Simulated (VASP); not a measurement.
# Si8HO16 (a cell with a defect) in VASP: a series of runs, part 3 of 3

VASP 6.6.1. Earlier steps stand in the parts before.

**5. Single point, PBE**

INCAR reads:

```
SYSTEM = Si8HO16
ALGO = Normal
EDIFF = 1E-6
ENCUT = 520
GGA = PE
ISIF = 2
ISMEAR = -1
LASPH = .True.
LCHARG = .True.
LELF = .True.
LREAL = Auto
LVHAR = .True.
LWAVE = .False.
NBANDS = 82
NELECT = 128.0
NELM = 100
PREC = Accurate
SIGMA = 0.02
```

KPOINTS reads:

```
k-points
0
Gamma
  2 2 2
  0 0 0
```

POSCAR reads:

```
Si8HO16
1.0
   -4.1180000000     -4.1180000000      0.0000000000
    4.1180000000     -4.1180000000      0.0000000000
    0.0000000000      0.0000000000      5.2980000000
Si O H
8 16 1
Direct
    0.5140966489      0.5062530355      0.0003020008
    0.0258863526      0.4705196697      0.2471121178
    0.4997450219      0.5238586693      0.5176859192
    0.0002185527      0.4870325401      0.7471498679
   -0.0101141331     -0.0126639145      0.0001510004
    0.4840942205     -0.0363040311      0.2320875802
   -0.0057066537     -0.0143273434      0.4959796149
    0.4978751821      0.0183705682      0.7455266138
    0.2101141331      0.4468795532     -0.0328048320
   -0.0406872268      0.1920956775      0.2654209136
    0.7978508985      0.5024647887      0.0156096640
    0.0189048082      0.7848105877      0.2385617214
    0.1796260321      0.4774405051      0.5017931295
   -0.0193297717      0.1953861098      0.7498867497
    0.8101505585      0.5173870811      0.5042846357
   -0.0032540068      0.7931277319      0.7557946395
    0.6849441476     -0.0177513356      0.0063797659
    0.4559130646      0.6700218553      0.2430539826
    0.3009713453      0.0237493929     -0.0159682899
    0.4909057795      0.3224259349      0.2421857305
    0.6629917436     -0.0193297717      0.4741411854
    0.5258013599      0.7102112676      0.7506417516
    0.2946454590     -0.0311923264      0.4810117025
    0.4944754735      0.3074915007      0.7086447716
    0.6708353570      0.2820058281      0.2744243111
```

The run is started by

```console
$ cat potpaw_PBE.64/Si/POTCAR potpaw_PBE.64/O/POTCAR potpaw_PBE.64/H/POTCAR > POTCAR
$ mpirun -np 1 vasp_std > vasp.out
```

Wall time 5.9 min (1 thread of AMD EPYC 7R13, shared host); peak memory 0.29 GiB.

The run converged. Its results:

| Item | Value |
| --- | --- |
| Free energy | -191.9152 eV |
| Largest force | 7.057 eV/Å |

Forces on the atoms (eV/Å):
```
Si   0.985  1.408 -3.717
Si   4.193 -0.718 -1.385
Si  -0.381  0.249 -2.374
Si   1.737  0.346  0.508
Si  -0.385 -0.280 -0.672
Si   1.561  1.238  0.968
Si  -0.754  0.904  1.035
Si  -0.276  1.407 -2.189
O    2.569 -0.637  3.013
O   -2.091  0.741 -1.760
O   -2.252 -1.121 -1.088
O    1.634 -0.459 -0.244
O   -2.685 -3.702  0.271
O   -1.720  3.200 -0.397
O    1.170  2.279 -1.595
O    0.509 -0.849 -0.411
O    0.336 -1.420 -0.939
O    2.640 -4.009  0.197
O   -0.148  1.393  1.077
O   -6.704  1.012  1.956
O   -2.602 -3.470  1.395
O    0.889  2.395  1.454
O    2.451 -0.692  1.628
O   -1.921 -0.306  3.508
H    1.244  1.090 -0.240
```

Levels at points of the mesh, in eV from the Fermi level:
| k point | band 61 | band 62 | band 63 | band 64 | band 65 | band 66 | band 67 | band 68 |
| --- | --- | --- | --- | --- | --- | --- | --- | --- |
| (0.00, 0.00, 0.00) | -1.66 | -1.27 | -1.08 | -0.48 | 5.29 | 6.08 | 6.61 | 6.77 |
| (0.50, 0.00, 0.00) | -1.87 | -1.63 | -1.27 | -1.04 | 6.27 | 6.42 | 6.82 | 7.12 |
| (0.00, 0.50, 0.00) | -1.75 | -1.63 | -1.34 | -0.89 | 6.04 | 6.34 | 6.77 | 6.86 |
| (0.50, 0.50, 0.00) | -1.61 | -1.52 | -1.28 | -1.01 | 6.68 | 6.95 | 7.11 | 7.37 |
| (0.00, 0.00, 0.50) | -1.70 | -1.58 | -1.33 | -0.92 | 6.68 | 7.06 | 7.20 | 7.35 |
| (0.50, 0.00, 0.50) | -1.66 | -1.31 | -1.20 | -0.97 | 7.02 | 7.51 | 7.66 | 7.67 |
| (0.00, 0.50, 0.50) | -1.77 | -1.22 | -1.14 | -0.97 | 6.97 | 7.07 | 7.25 | 7.42 |
| (0.50, 0.50, 0.50) | -1.66 | -1.56 | -1.45 | -1.20 | 7.49 | 7.73 | 7.84 | 8.19 |

Caveat: the k points lie up to 0.59 Å⁻¹ apart; the cell carries a net charge on a neutralising background, which shifts energy and pressure; the cell is charged against a uniform background, so pressure and absolute levels hang on convention; the atoms stand as in a frame of molecular dynamics.

**6. Single point, PBE**

INCAR reads:

```
SYSTEM = Si8HO16
PREC = Accurate ; ENCUT = 520
EDIFF = 1E-6 ; ISMEAR = -1
SIGMA = 0.02 ; LREAL = Auto
LASPH = .True. ; NELM = 100
ALGO = Normal ; ISIF = 2
LWAVE = .False. ; LCHARG = .True.
GGA = PE ; LELF = .True.
LVHAR = .True. ; NBANDS = 82
NELECT = 128.0
```

KPOINTS reads:

```
regular mesh
0
Gamma
  2 2 2
  0 0 0
```

POSCAR reads:

```
Si8HO16
1.0
   -4.1180000000     -4.1180000000      0.0000000000
    4.1180000000     -4.1180000000      0.0000000000
    0.0000000000      0.0000000000      5.2980000000
Si O H
8 16 1
Direct
    0.4972073822      0.5116804274     -0.0012646282
   -0.0171321030      0.5392787761      0.2437712344
    0.4855998057      0.4570422535      0.5039260098
    0.0184312773      0.4764448762      0.7471498679
   -0.0067751336     -0.0107576493     -0.0079463949
    0.5028047596     -0.0136352598      0.2579275198
    0.0067629917      0.0032904322      0.4991694979
    0.4948033026     -0.0261291889      0.7709701774
    0.1970009713      0.4973409422     -0.0245941865
   -0.0198154444      0.2015298689      0.2344658362
    0.8058159301      0.5180548810     -0.0176292941
   -0.0094463332      0.8198397280      0.2472631182
    0.1712117533      0.4643637688      0.4617402794
    0.0029018941      0.1725473531      0.7515288788
    0.7872632346      0.4888416707      0.5394488486
    0.0023433706      0.8050145702      0.7395620989
    0.6949125789     -0.0186376882      0.0176292941
    0.5272826615      0.6901772705      0.2452623632
    0.2936983973     -0.0033875668     -0.0088523971
    0.5302331229      0.2933705682      0.2343148358
    0.6917192812     -0.0489558038      0.4960173650
    0.4444876153      0.6803788247      0.7209513024
    0.2845070423      0.0365711510      0.4734994337
    0.4942569208      0.2911728995      0.7308229521
    0.8046745993      0.2286911122      0.2508871272
```

Potentials or basis: VASP PAW PBE potentials, release 64 (Si, O, H).

The run is started by

```console
$ cat potpaw_PBE.64/Si/POTCAR potpaw_PBE.64/O/POTCAR potpaw_PBE.64/H/POTCAR > POTCAR
$ mpirun -np 1 vasp_std > vasp.out
```

OUTCAR:

```text
SYSTEM = Si8HO16
   PREC = Accurate
   ENCUT = 520
   EDIFF = 1E-6
   ISMEAR = -1
   LREAL = Auto
   LASPH = .True.
   NELM = 100
   ISIF = 2
   GGA = PE
   NELECT = 128.0

 ion  position               nearest neighbor table
   1  0.497  0.512  0.999-  18 1.68   9 1.75  20 1.79  22 1.80  11 1.80  24 1.91   3 2.64   3 2.70
                             8 2.95   6 3.09   4 3.10   2 3.12
   2  0.983  0.539  0.244-  12 1.63  13 1.65  11 1.73   9 1.91  15 1.96  10 1.97   4 2.66   4 2.70
                             5 2.94   7 3.03   1 3.12
   3  0.486  0.457  0.504-  24 1.54  20 1.74  22 1.75  15 1.78  13 1.84  18 1.94   1 2.64   1 2.70
                             4 3.01   6 3.04
[... 889 lines left out ...]
  external PRESSURE =     217.5770546 kB  Pullay stress =       0.0000000 kB

 VOLUME and BASIS-vectors are now :
 -----------------------------------------------------------------------------
  energy-cutoff  :      520.00
  volume of cell :      179.69
      direct lattice vectors                 reciprocal lattice vectors
    -4.118000000 -4.118000000  0.000000000    -0.121418164 -0.121418164  0.000000000
     4.118000000 -4.118000000  0.000000000     0.121418164 -0.121418164  0.000000000
     0.000000000  0.000000000  5.298000000     0.000000000  0.000000000  0.188750472

 POSITION                                       TOTAL-FORCE (eV/Angst)
 -----------------------------------------------------------------------------------
      0.05960     -4.15460      5.29130        -1.267403      0.695975     -1.984654
     -1.82670     -6.26820      1.29150        -0.792543      1.772379     -0.243660
     -0.11760     -3.88180      2.66980         2.702281     -4.183136     -3.723017
      1.88610     -2.03790      3.95840         3.792947      1.759340     -2.502964
     -0.01640     -8.16380      5.25590        -1.206159      0.016576     -1.846786
      1.99130     -6.13240      1.36650         1.412629      1.833056      0.198363
[... 17 lines left out ...]
     -0.83630     -3.23440      3.87190        -2.509073      2.581873      5.390246
     -2.37190     -4.25540      1.32920        -0.066971     -0.132470     -0.358428
 -----------------------------------------------------------------------------------
    total drift:                               -0.010916      0.006957      0.003681

  FREE ENERGIE OF THE ION-ELECTRON SYSTEM (eV)
  ---------------------------------------------------
  free  energy   TOTEN  =      -191.2396415381 eV

  energy  without entropy=     -191.2396415381  energy(sigma->0) =     -191.23964154
```

OSZICAR:

```text
N       E                     dE             d eps       ncg     rms          rms(c)
DAV:   1     0.695594163598E+03    0.69559E+03   -0.72444E+04  1312   0.154E+03
DAV:   2    -0.169067462246E+03   -0.86466E+03   -0.84195E+03  1544   0.344E+02
DAV:   3    -0.210061659342E+03   -0.40994E+02   -0.40739E+02  1576   0.764E+01
DAV:   4    -0.210520985772E+03   -0.45933E+00   -0.45795E+00  1568   0.892E+00
DAV:   5    -0.210527716876E+03   -0.67311E-02   -0.67255E-02  1536   0.974E-01    0.374E+01
DAV:   6    -0.191170846751E+03    0.19357E+02   -0.69139E+01  1480   0.305E+01    0.172E+01
DAV:   7    -0.191191619755E+03   -0.20773E-01   -0.33853E+00  1576   0.673E+00    0.633E+00
DAV:   8    -0.191217857875E+03   -0.26238E-01   -0.18168E-01  1544   0.196E+00    0.254E+00
DAV:   9    -0.191238008659E+03   -0.20151E-01   -0.51879E-02  1560   0.121E+00    0.458E-01
DAV:  10    -0.191239354563E+03   -0.13459E-02   -0.91161E-03  1568   0.456E-01    0.297E-01
DAV:  11    -0.191239510399E+03   -0.15584E-03   -0.10593E-03  1536   0.179E-01    0.158E-01
DAV:  12    -0.191239628706E+03   -0.11831E-03   -0.30175E-04  1504   0.806E-02    0.246E-02
DAV:  13    -0.191239640621E+03   -0.11915E-04   -0.24657E-05  1536   0.230E-02    0.100E-02
DAV:  14    -0.191239641538E+03   -0.91711E-06   -0.44506E-06  1392   0.995E-03
   1 F= -.19123964E+03 E0= -.19123964E+03  d E =-.600695E-11
```

Run time: 5.5 min. Hardware: 1 thread of AMD EPYC 7R13, shared host; peak memory 0.29 GiB.

Results:

- Free energy: -191.2396 eV
- Largest force: 6.482 eV/Å

Forces on the atoms (eV/Å):
```
Si  -1.267  0.696 -1.985
Si  -0.793  1.772 -0.244
Si   2.702 -4.183 -3.723
Si   3.793  1.759 -2.503
Si  -1.206  0.017 -1.847
Si   1.413  1.833  0.198
Si  -0.227  2.545  1.106
Si   0.551 -1.036 -3.974
O   -0.825 -0.392  4.669
O    2.061  1.523  0.235
O   -0.460  0.724  1.162
O   -2.034  0.248  0.315
O   -1.210 -3.138  2.000
O    3.902 -2.215  0.078
O   -0.938 -1.536 -4.144
O   -1.970  1.186 -0.080
O    0.630  0.267 -3.358
O    1.005  3.408  0.301
O   -0.918 -0.683  2.287
O    0.385  0.224  0.291
O    2.180 -2.254  2.223
O   -0.385 -2.265  1.634
O   -3.813 -0.949  0.324
O   -2.509  2.582  5.390
H   -0.067 -0.132 -0.358
```

Caveat: the k points lie up to 0.59 Å⁻¹ apart; the cell carries a net charge on a neutralising background, which shifts energy and pressure; the cell is charged against a uniform background, so pressure and absolute levels hang on convention; the atoms stand as in a frame of molecular dynamics.

**7. Single point, PBE**

INCAR reads:

```
SYSTEM = Si8HO16
PREC     = Accurate       ! precision mode
ENCUT    = 520            ! plane-wave cutoff, eV
EDIFF    = 1E-7           ! SCF threshold, eV
ISMEAR   = -1             ! smearing method
SIGMA    = 0.02           ! smearing width, eV
LREAL    = Auto         
LASPH    = .TRUE.         ! aspherical terms in the spheres
NELM     = 100            ! most SCF steps
ALGO     = Normal         ! electronic algorithm
ISIF     = 2              ! what is computed and relaxed
LWAVE    = .FALSE.        ! write WAVECAR
LCHARG   = .TRUE.         ! write CHGCAR
GGA      = PE             ! functional
LELF     = .TRUE.         ! ELF
LVHAR    = .TRUE.       
NELECT   = 128.0        
NBANDS   = 82             ! bands
```

KPOINTS reads:

```
Automatic mesh
0
G
  2 2 2
  0 0 0
```

POSCAR reads:

```
Si8HO16
1.0
   -4.1180000000     -4.1180000000      0.0000000000
    4.1180000000     -4.1180000000      0.0000000000
    0.0000000000      0.0000000000      5.2980000000
Si O H
8 16 1
Direct
    0.4722316659      0.4651651287      0.0000000000
    0.0230087421      0.5090699369      0.2593997735
    0.5047595920      0.5272462360      0.5134201586
   -0.0458839242      0.5091913550      0.7580785202
   -0.0180670228      0.0018455561     -0.0055870140
    0.4844099077     -0.0290432249      0.2461683654
   -0.0070422535     -0.0271491015      0.4985843715
    0.4959446333      0.0007770763      0.7539637599
    0.1945726081      0.4666707139     -0.0407889770
   -0.0056702283      0.2076857698      0.2303699509
    0.8128946090      0.4829286061      0.0291241978
   -0.0108912093      0.7860490529      0.2308607022
    0.2048810102      0.4918649830      0.4803699509
   -0.0149708596      0.1789582322      0.7385805965
    0.8052209811      0.5312287518      0.5204605512
   -0.0029140359      0.7878581836      0.7701963005
    0.6826736280     -0.0192447790      0.0157984145
    0.4912821758      0.6761534726      0.2258399396
    0.3110854784      0.0103084021     -0.0229143073
    0.5331350170      0.2851505585      0.2351453379
    0.6879431763     -0.0250971345      0.4685919215
    0.5145216124      0.7020883924      0.7588901472
    0.2958232152     -0.0006556581      0.4769158173
    0.5257042254      0.2913186013      0.7066062665
    0.8063137445      0.2290432249      0.2381087203
```

Potentials or basis: VASP PAW PBE potentials, release 64 (Si, O, H).

The run is started by

```console
$ cat potpaw_PBE.64/Si/POTCAR potpaw_PBE.64/O/POTCAR potpaw_PBE.64/H/POTCAR > POTCAR
$ mpirun -np 1 vasp_std > vasp.out
```

OUTCAR:

```text
SYSTEM = Si8HO16
   PREC = Accurate
   ENCUT = 520
   EDIFF = 1E-7
   ISMEAR = -1
   LREAL = Auto
   LASPH = .TRUE.
   NELM = 100
   ISIF = 2
   GGA = PE
   NELECT = 128.0

 ion  position               nearest neighbor table
   1  0.472  0.465  0.000-   9 1.63  20 1.67  18 1.72  24 1.88  22 1.90  11 1.99   3 2.61   3 2.75
                             2 2.97   8 3.01   4 3.10
   2  0.023  0.509  0.259-  13 1.58  12 1.63  11 1.73  10 1.77  15 1.88   9 1.89   4 2.67   4 2.69
                             1 2.97   7 2.99   3 3.11
   3  0.505  0.527  0.513-  22 1.65  24 1.72  15 1.75  18 1.75  13 1.77  20 2.05   1 2.61   1 2.75
                             4 2.92   6 2.95   8 3.04   2 3.11
   4  0.954  0.509  0.758-  15 1.53  16 1.64  11 1.66   9 1.78  14 1.93  13 2.08   2 2.67   2 2.69
                             3 2.92   7 3.04   1 3.10   5 3.13
   5  0.982  0.002  0.994-  14 1.70  16 1.72  10 1.73  17 1.75  12 1.77  19 1.92   7 2.63   7 2.68
                             8 3.10   4 3.13
   6  0.484  0.971  0.246-  23 1.65  21 1.67  17 1.68  18 1.72  19 1.76  20 1.85   8 2.61   8 2.70
                             3 2.95
   7  0.993  0.973  0.499-  14 1.75  23 1.77  21 1.78  12 1.79  16 1.80  10 1.97   5 2.63   5 2.68
                             2 2.99   4 3.04
   8  0.496  0.001  0.754-  19 1.60  24 1.72  22 1.74  17 1.77  23 1.87  21 1.89   6 2.61   6 2.70
                             1 3.01   3 3.04   5 3.10
[... 867 lines left out ...]
     75      18.8166      0.00000
     76      19.0044      0.00000
 [bands above 76 left out]

------------------------ aborting loop because EDIFF is reached ----------------------------------------

  FORCE on cell =-STRESS in cart. coord.  units (eV):
  Direction    XX          YY          ZZ          XY          YZ          ZX
  --------------------------------------------------------------------------------------
  -------------------------------------------------------------------------------------
  Total       20.1565851     26.7762660     28.8265048     -4.5893885     -0.4383045     -0.7276824
  in kB      179.7268264    238.7514193    257.0324377    -40.9214276     -3.9081556     -6.4884034
  external PRESSURE =     225.1702278 kB  Pullay stress =       0.0000000 kB

 VOLUME and BASIS-vectors are now :
 -----------------------------------------------------------------------------
  energy-cutoff  :      520.00
  volume of cell :      179.69
      direct lattice vectors                 reciprocal lattice vectors
    -4.118000000 -4.118000000  0.000000000    -0.121418164 -0.121418164  0.000000000
     4.118000000 -4.118000000  0.000000000     0.121418164 -0.121418164  0.000000000
     0.000000000  0.000000000  5.298000000     0.000000000  0.000000000  0.188750472

 POSITION                                       TOTAL-FORCE (eV/Angst)
 -----------------------------------------------------------------------------------
     -0.02910     -3.86020      0.00000        -1.360702     -2.965142     -1.295556
      2.00160     -2.19110      1.37430         0.812506      1.189616     -3.095037
      0.09260     -4.24980      2.72010        -1.395743      2.394020     -3.061176
     -1.83220     -6.02590      4.01630        -6.138047     -1.260341      3.975523
     -4.03600     -4.05120      5.26840        -2.017937      0.492482     -1.871042
      2.00360     -5.99320      1.30420         0.796278     -1.251326     -1.752461
[... 17 lines left out ...]
     -0.96520     -3.36450      3.74360         1.481257     -0.470347      3.244677
     -2.37720     -4.26360      1.26150         0.189047     -0.028124     -0.074952
 -----------------------------------------------------------------------------------
    total drift:                               -0.007460      0.024282     -0.002414

  FREE ENERGIE OF THE ION-ELECTRON SYSTEM (eV)
  ---------------------------------------------------
  free  energy   TOTEN  =      -190.7961434222 eV

  energy  without entropy=     -190.7961434222  energy(sigma->0) =     -190.79614342
```

OSZICAR:

```text
N       E                     dE             d eps       ncg     rms          rms(c)
DAV:   1     0.693737907729E+03    0.69374E+03   -0.72479E+04  1312   0.154E+03
DAV:   2    -0.169921234598E+03   -0.86366E+03   -0.84108E+03  1554   0.344E+02
DAV:   3    -0.209834298246E+03   -0.39913E+02   -0.39674E+02  1584   0.756E+01
DAV:   4    -0.210276785226E+03   -0.44249E+00   -0.44114E+00  1576   0.879E+00
DAV:   5    -0.210283236529E+03   -0.64513E-02   -0.64456E-02  1536   0.959E-01    0.378E+01
DAV:   6    -0.190737021201E+03    0.19546E+02   -0.69601E+01  1488   0.306E+01    0.173E+01
DAV:   7    -0.190750963543E+03   -0.13942E-01   -0.35246E+00  1584   0.684E+00    0.636E+00
DAV:   8    -0.190774969062E+03   -0.24006E-01   -0.19633E-01  1552   0.207E+00    0.255E+00
DAV:   9    -0.190794436171E+03   -0.19467E-01   -0.53921E-02  1568   0.119E+00    0.463E-01
DAV:  10    -0.190795893321E+03   -0.14571E-02   -0.77492E-03  1560   0.407E-01    0.297E-01
DAV:  11    -0.190796030898E+03   -0.13758E-03   -0.80514E-04  1544   0.161E-01    0.151E-01
DAV:  12    -0.190796133316E+03   -0.10242E-03   -0.28350E-04  1552   0.773E-02    0.205E-02
DAV:  13    -0.190796142652E+03   -0.93361E-05   -0.22152E-05  1544   0.234E-02    0.113E-02
DAV:  14    -0.190796143290E+03   -0.63769E-06   -0.49380E-06  1552   0.105E-02    0.545E-03
DAV:  15    -0.190796143391E+03   -0.10135E-06   -0.73068E-07  1536   0.461E-03    0.183E-03
DAV:  16    -0.190796143422E+03   -0.30774E-07   -0.16322E-07   944   0.211E-03
   1 F= -.19079614E+03 E0= -.19079614E+03  d E =-.279917E-11
```

Run time: 6.2 min. Hardware: 1 thread of AMD EPYC 7R13, shared host; peak memory 0.29 GiB.

What came out:

| Item | Value |
| --- | --- |
| Free energy | -190.7961 eV |
| Largest force | 7.421 eV/Å |

Forces on the atoms (eV/Å):
```
Si  -1.361 -2.965 -1.296
Si   0.813  1.190 -3.095
Si  -1.396  2.394 -3.061
Si  -6.138 -1.260  3.976
Si  -2.018  0.492 -1.871
Si   0.796 -1.251 -1.752
Si   0.115 -0.212  1.069
Si  -1.455 -1.156 -3.220
O    0.901 -0.185  2.253
O   -0.246  3.692  2.645
O    1.965  0.725 -2.393
O    2.013 -4.352  1.191
O   -0.644 -0.882  2.551
O    0.911  0.174 -0.925
O    0.321  2.253 -5.806
O    1.560 -2.233 -1.931
O   -1.529 -2.685 -2.897
O    0.835  0.252  1.813
O    3.023  3.270  3.128
O    0.583  0.755  1.580
O   -1.344 -1.141  3.090
O    0.134  1.873 -0.061
O    0.490  1.751  1.843
O    1.481 -0.470  3.245
H    0.189 -0.028 -0.075
```

Levels at points of the mesh, in eV from the Fermi level:
```
           k point  band 62  band 63  band 64  band 65  band 66  band 67
(0.00, 0.00, 0.00)    -1.21    -1.14    -0.49     5.00     5.92     6.31
(0.50, 0.00, 0.00)    -1.49    -1.35    -1.10     6.14     6.27     6.64
(0.00, 0.50, 0.00)    -1.80    -1.25    -1.02     5.72     6.17     6.65
(0.50, 0.50, 0.00)    -1.43    -1.27    -1.19     6.54     6.84     6.94
(0.00, 0.00, 0.50)    -1.50    -1.43    -0.97     6.29     6.56     6.85
(0.50, 0.00, 0.50)    -1.48    -1.30    -0.94     6.81     6.96     7.20
(0.00, 0.50, 0.50)    -1.43    -1.25    -1.07     6.32     6.99     7.15
(0.50, 0.50, 0.50)    -1.65    -1.48    -1.33     7.27     7.57     7.74
```

Caveat: the k points lie up to 0.59 Å⁻¹ apart; the cell carries a net charge on a neutralising background, which shifts energy and pressure; the cell is charged against a uniform background, so pressure and absolute levels hang on convention; the atoms stand as in a frame of molecular dynamics.
